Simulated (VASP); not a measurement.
AlCo3, 4 atoms in the cell. Symmetry: Pm-3m, No. 221, cubic system. Conventional cell: a = 3.575 Å, b = 3.575 Å, c = 3.575 Å, α = 90.00°, β = 90.00°, γ = 90.00°. Within 3.3 Å of Al (site symmetry m-3m) lie 12 Co at 2.53 Å. Within 3.3 Å of Co (site symmetry 4/mmm) lie 4 Al at 2.53 Å and 8 Co at 2.53 Å. 

* Program: VASP 6.6.1
* Task: single point
* Functional: PBEsol
* Potentials or basis: VASP PAW PBE potentials, release 64 (Al, Co)
* Cutoff: 520 eV
* k mesh: 12 × 12 × 12
* Occupations: gaussian, width 0.1 eV
* Spin: collinear spin, zero start
* Starting moments: [0.0, 0.0, 0.0, 0.0] μB
* Fixed moment: 0 μB
* Dipole correction: no
* Further INCAR settings: ALGO = Fast; EDIFF = 1e-06; NBANDS = 27

Potentials or basis: VASP PAW PBE potentials, release 64 (Al, Co).

The run is started by

```sh
$ cat potpaw_PBE.64/Al/POTCAR potpaw_PBE.64/Co/POTCAR > POTCAR
$ mpirun -np 1 vasp_std > vasp.out
```

Hardware: 1 thread of Intel(R) Xeon(R) 6975P-C (Granite Rapids), on a shared host.

Q: How long does it take, and how much memory?

A: Wall time 92 s on 1 thread of Intel(R) Xeon(R) 6975P-C (Granite Rapids) (shared host), peak memory 0.27 GiB. Counts: scf iterations 15, k points 84.
